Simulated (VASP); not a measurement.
# PtSe2 (Cm) in VASP: notebook, part 2 of 2

VASP 6.6.1. The steps go on from the part before.

### Step 4. Single point, PBE (all Se atoms moved -0.050 Å, as atom 2 along Cartesian [0 1 0])

File INCAR:

```
PREC = Accurate
ENCUT = 520
EDIFF = 1E-6
ISMEAR = 0
SIGMA = 0.15
LREAL = F
LASPH = T
NELM = 100
ALGO = Normal
ISIF = 2
LWAVE = F
LCHARG = T
GGA = PE
LELF = T
LVHAR = T
NBANDS = 18
```

File KPOINTS:

```
regular mesh
0
Gamma
  12 12 10
```

File POSCAR:

```
PtSe2
1.0
    3.7240006046      0.0000000000      0.0000000000
   -1.8620003023      3.2250791273      0.0000000000
    0.0000000000      0.0000000000      5.0620000000
Pt Se
1 2
Direct
    0.0000000000      0.0000000000      0.0000000000
    0.3255815855      0.6511631711      0.2500000000
    0.6589149189      0.3178298378      0.7500000000
```

Potentials or basis: VASP PAW PBE potentials, release 64 (Pt, Se).

Command:

```
> cat potpaw_PBE.64/Pt/POTCAR potpaw_PBE.64/Se/POTCAR > POTCAR
> mpirun -np 1 vasp_std > vasp.out
```

OUTCAR:

```text
PREC = Accurate
   ENCUT = 520
   EDIFF = 1E-6
   ISMEAR = 0
   LREAL = F
   LASPH = T
   NELM = 100
   ISIF = 2
   GGA = PE

 ion  position               nearest neighbor table
   1  0.000  0.000  0.000-   2 2.45   3 2.47   3 2.47   2 2.52   2 2.52   3 2.54
   2  0.326  0.651  0.250-   1 2.45   1 2.52   1 2.52
   3  0.659  0.318  0.750-   1 2.47   1 2.47   1 2.54

  LATTYP: Found a hexagonal cell.
 ALAT       =     3.7240006046
 C/A-ratio  =     1.3592908642

  Lattice vectors:

 A1 = (   3.7240006046,   0.0000000000,   0.0000000000)
 A2 = (  -1.8620003023,   3.2250791273,   0.0000000000)
 A3 = (   0.0000000000,   0.0000000000,   5.0620000000)

Analysis of symmetry for initial positions (statically):
=====================================================================
 Subroutine PRICEL returns:
 Original cell was already a primitive cell.

 Routine SETGRP: Setting up the symmetry group for a
 hexagonal supercell.

 Subroutine GETGRP returns: Found  2 space group operations
[... 160 lines left out ...]
  ---------------------------------------------------
  ext. energy  EPLUGINS =         0.00000000
  ---------------------------------------------------
  free energy    TOTEN  =       -14.16873208 eV

  energy without entropy =      -14.16202494  energy(sigma->0) =      -14.16537851

 E-fermi :   6.5463     XC(G=0): -10.6329

 val. band max:        6.5116373193   @ k =   0.0833   0.0000   0.1000
 cond. band min:       6.5569137226   @ k =   0.3333   0.3333   0.0000
 fundamental gap:      0.0452764033
 Fermi energy:         6.5462597909

 k-point     1 :       0.0000    0.0000    0.0000
  band No.  band energies     occupation
      1      -9.1815      2.00000
      2      -6.3617      2.00000
      3      -0.6672      2.00000
      4       0.0428      2.00000
      5       0.0443      2.00000
      6       2.4852      2.00000
[... 481 lines left out ...]
      5       1.0271      2.00000
      6       1.3979      2.00000
[... 10 lines left out ...]
     17      14.9626      0.00000
     18      15.6585      0.00000

 [... further k-points ...]
[... 5 lines left out ...]
  --------------------------------------------------------------------------------------
  -------------------------------------------------------------------------------------
  Total        3.0716428      3.1120921      2.3220780      0.0000000      0.0503353      0.0000000
  in kB       80.9485436     82.0145221     61.1948867      0.0000000      1.3265115      0.0000000
  external PRESSURE =      74.7193175 kB  Pullay stress =       0.0000000 kB

 VOLUME and BASIS-vectors are now :
 -----------------------------------------------------------------------------
  energy-cutoff  :      520.00
  volume of cell :       60.80
      direct lattice vectors                 reciprocal lattice vectors
     3.724000605  0.000000000  0.000000000     0.268528420  0.155034956  0.000000000
    -1.862000302  3.225079127  0.000000000     0.000000000  0.310069912  0.000000000
     0.000000000  0.000000000  5.062000000     0.000000000  0.000000000  0.197550375

 POSITION                                       TOTAL-FORCE (eV/Angst)
 -----------------------------------------------------------------------------------
      0.00000      0.00000      0.00000        -0.000000     -0.820951     -0.001965
     -0.00000      2.10005      1.26550         0.000000      0.429758      0.595474
      1.86200      1.02503      3.79650         0.000000      0.391193     -0.593508
 -----------------------------------------------------------------------------------
    total drift:                                0.000000     -0.000075      0.000002

  FREE ENERGIE OF THE ION-ELECTRON SYSTEM (eV)
  ---------------------------------------------------
  free  energy   TOTEN  =       -14.1687320822 eV

  energy  without entropy=      -14.1620249371  energy(sigma->0) =      -14.16537851
```

OSZICAR:

```text
N       E                     dE             d eps       ncg     rms          rms(c)
DAV:   1     0.110724981992E+03    0.11072E+03   -0.10072E+04 14488   0.108E+03
DAV:   2    -0.981989522626E+01   -0.12054E+03   -0.11663E+03 17482   0.211E+02
DAV:   3    -0.149202090239E+02   -0.51003E+01   -0.50578E+01 17464   0.433E+01
DAV:   4    -0.149592363454E+02   -0.39027E-01   -0.39008E-01 17724   0.412E+00
DAV:   5    -0.149596454806E+02   -0.40914E-03   -0.40912E-03 17432   0.411E-01    0.131E+01
DAV:   6    -0.143805132103E+02    0.57913E+00   -0.40945E+00 14832   0.187E+01    0.800E+00
DAV:   7    -0.141883676972E+02    0.19215E+00   -0.79688E-01 14642   0.879E+00    0.401E+00
DAV:   8    -0.141705092877E+02    0.17858E-01   -0.45585E-02 15828   0.160E+00    0.809E-01
DAV:   9    -0.141685303959E+02    0.19789E-02   -0.66433E-03 16364   0.782E-01    0.167E-01
DAV:  10    -0.141687288861E+02   -0.19849E-03   -0.10256E-03 16940   0.209E-01    0.453E-02
DAV:  11    -0.141687303438E+02   -0.14578E-05   -0.45904E-05 18540   0.616E-02    0.252E-02
DAV:  12    -0.141687316337E+02   -0.12899E-05   -0.10118E-05 15496   0.221E-02    0.247E-03
DAV:  13    -0.141687320822E+02   -0.44843E-06   -0.72927E-07 11686   0.563E-03
   1 F= -.14168732E+02 E0= -.14165379E+02  d E =-.670715E-02
```

stdout:

```text
POSCAR found type information on POSCAR PtSe
 POSCAR found :  2 types and       3 ions
 scaLAPACK will be used
 LDA part: xc-table for (Slater+PW92), standard interpolation
 POSCAR, INCAR and KPOINTS ok, starting setup
 FFT: planning ... GRIDC
 FFT: planning ... GRID_SOFT
 FFT: planning ... GRID
 WAVECAR not read
 entering main loop
```

Run time: 11 min. Hardware: 1 thread of AMD EPYC 7R13, shared host; peak memory 0.5 GiB.

Results:

```yaml
Free_energy: -14.1687 eV
Pressure: 7.5 GPa
Largest_force: 0.821 eV/Å
Band_gap_on_the_k_mesh: zero (band 11 reaches 6.92 eV, above the bottom of band 12 at 6.56 eV)
```

Forces on the atoms (eV/Å):
```
Pt   0.000 -0.821 -0.002
Se   0.000  0.430  0.595
Se   0.000  0.391 -0.594
```

Stress tensor (GPa, compression positive):
```
8.09 0.00 0.00
0.00 8.20 0.13
0.00 0.13 6.12
```

Caveat: the cell differs from its parent crystal (all Se atoms moved -0.050 Å, as atom 2 along Cartesian [0 1 0]); spin-orbit coupling is left out, which moves the levels of the heavy elements.

### Step 5. Single point, PBE (all Se atoms moved +0.025 Å, as atom 2 along Cartesian [0 1 0])

File INCAR:

```
PREC     = Accurate       # precision mode
ENCUT    = 520            # plane-wave cutoff, eV
EDIFF    = 1E-7           # SCF threshold, eV
ISMEAR   = 0              # smearing method
SIGMA    = 0.15           # smearing width, eV
LREAL    = F              # projectors in reciprocal space
LASPH    = T              # aspherical terms in the spheres
NELM     = 100            # most SCF steps
ALGO     = Normal         # electronic algorithm
ISIF     = 2              # what is computed and relaxed
LWAVE    = F              # write WAVECAR
LCHARG   = F              # write CHGCAR
GGA      = PE             # functional
NBANDS   = 18             # bands
```

File KPOINTS:

```
Automatic mesh
0
Gamma
  12 12 10
```

File POSCAR:

```
PtSe2
1.0
    3.7240006046      0.0000000000      0.0000000000
   -1.8620003023      3.2250791273      0.0000000000
    0.0000000000      0.0000000000      5.0620000000
Pt Se
1 2
Direct
    0.0000000000      0.0000000000      0.0000000000
    0.3372092072      0.6744184145      0.2500000000
    0.6705425406      0.3410850811      0.7500000000
```

Command:

```
> cat potpaw_PBE.64/Pt/POTCAR potpaw_PBE.64/Se/POTCAR > POTCAR
> mpirun -np 1 vasp_std > vasp.out
```

It took 12 min on 1 thread of AMD EPYC 7R13, shared host; peak memory 0.5 GiB.

It converged, with:

```yaml
Free_energy: -14.1841 eV
Pressure: 7.3 GPa
Largest_force: 0.617 eV/Å
Band_gap_on_the_k_mesh: zero (band 11 reaches 6.93 eV, above the bottom of band 12 at 6.56 eV)
```

Forces in eV/Å, atoms in the order of the input:
```
Pt   0.000  0.410  0.000
Se   0.000 -0.200  0.580
Se   0.000 -0.210 -0.580
```

Stress tensor (GPa, compression positive):
```
8.00 0.00 0.00
0.00 8.02 0.03
0.00 0.03 6.01
```

Levels at points of the mesh, in eV from the Fermi level:
| k point | band 8 | band 9 | band 10 | band 11 | band 12 | band 13 | band 14 | band 15 |
| --- | --- | --- | --- | --- | --- | --- | --- | --- |
| (0.00, 0.00, 0.00) | -2.60 | -1.08 | -1.08 | 0.39 | 1.45 | 1.45 | 3.60 | 4.20 |
| (0.50, 0.00, 0.00) | -3.57 | -3.53 | -3.45 | -2.99 | 0.66 | 2.34 | 4.77 | 5.83 |
| (0.00, 0.50, 0.00) | -3.58 | -3.52 | -3.44 | -2.99 | 0.66 | 2.34 | 4.77 | 5.82 |
| (0.00, 0.00, 0.50) | -2.96 | -1.73 | -1.51 | -1.51 | 2.29 | 2.29 | 4.80 | 6.31 |
| (0.50, 0.00, 0.50) | -3.55 | -3.26 | -2.85 | -1.39 | 0.98 | 1.51 | 4.55 | 4.77 |
| (0.00, 0.50, 0.50) | -3.55 | -3.25 | -2.87 | -1.39 | 0.98 | 1.51 | 4.55 | 4.77 |

Caveat: the cell differs from its parent crystal (all Se atoms moved +0.025 Å, as atom 2 along Cartesian [0 1 0]); spin-orbit coupling is left out, which moves the levels of the heavy elements.
